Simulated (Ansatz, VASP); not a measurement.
One calculation of CoSi, two programs

Contents of INCAR:

```
SYSTEM = CoSi
PREC = Accurate
ENCUT = 600
EDIFF = 1E-7
ISMEAR = 0
SIGMA = 0.1
LREAL = .FALSE.
LASPH = .TRUE.
NELM = 80
ALGO = Normal
ISIF = 3
LWAVE = .FALSE.
LCHARG = .FALSE.
GGA = PE
IBRION = 2
NSW = 80
EDIFFG = -0.01
```

File KPOINTS:

```
regular mesh
0
G
  16 16 14
  0 0 0
```

POSCAR

```
CoSi
1.0
    2.6168231338      0.0000000000      0.0000000000
    0.0000000000      2.6168231338      0.0000000000
    0.0000000000      0.0000000000      3.1358237220
Co Si
1 1
Direct
    0.0000000000      0.0000000000      0.0000000000
    0.5000000000      0.5000000000      0.5000000000
```

Input for Ansatz:

```yaml
crystal:
  lattice:
    - [2.6168231338, 0.0, 0.0]
    - [0.0, 2.6168231338, 0.0]
    - [0.0, 0.0, 3.135823722]
  atoms:
    - { symbol: Co, position: [0.0, 0.0, 0.0] }
    - { symbol: Si, position: [0.5, 0.5, 0.5] }
basis:
  ecutwfc: 420
kpoints:
  mp_grid: { grid: [16, 16, 14] }
hamiltonian:
  xc: pbe
scf:
  occupations: { method: gaussian, width: 0.1 }
  lower_state_search: "off"
output:
  forces: true
  stress: true
  eigenvalues: true
relax:
  adjacent_minimum: "off"
  f_tol: 0.01
  max_steps: 60
  cell: { stress_tol: 0.05 }
```

Alike in both runs: task relaxation of cell and atoms; functional PBE; k mesh 16 × 16 × 14; occupations gaussian, width 0.1 eV; no spin polarisation.

```csv
,VASP,Ansatz
version,VASP 6.6.1,Ansatz 0.2.0
potentials or method,"VASP PAW PBE potentials, release 64 (Co, Si), cutoff 600 eV","scalar-relativistic, plane waves, PAW"
valence electrons in the cell,13,21
```

|  | VASP | Ansatz | Ansatz less VASP |
| --- | --- | --- | --- |
| gap on the k mesh at the Fermi level, each at its own relaxed structure (eV) | none | none | - |
| relaxed volume (Å³/atom) | 10.73 | 10.74 | +0.009 |
| relaxed length of the cell vector where the two differ most in proportion (Å) | 3.134 | 3.136 | +0.0018 |

A gap of «none» marks a metal or a gap that the smearing closes. VASP's potentials hold 13 valence electrons a cell and Ansatz's 21, so a difference there can come from the potentials and not from the codes.
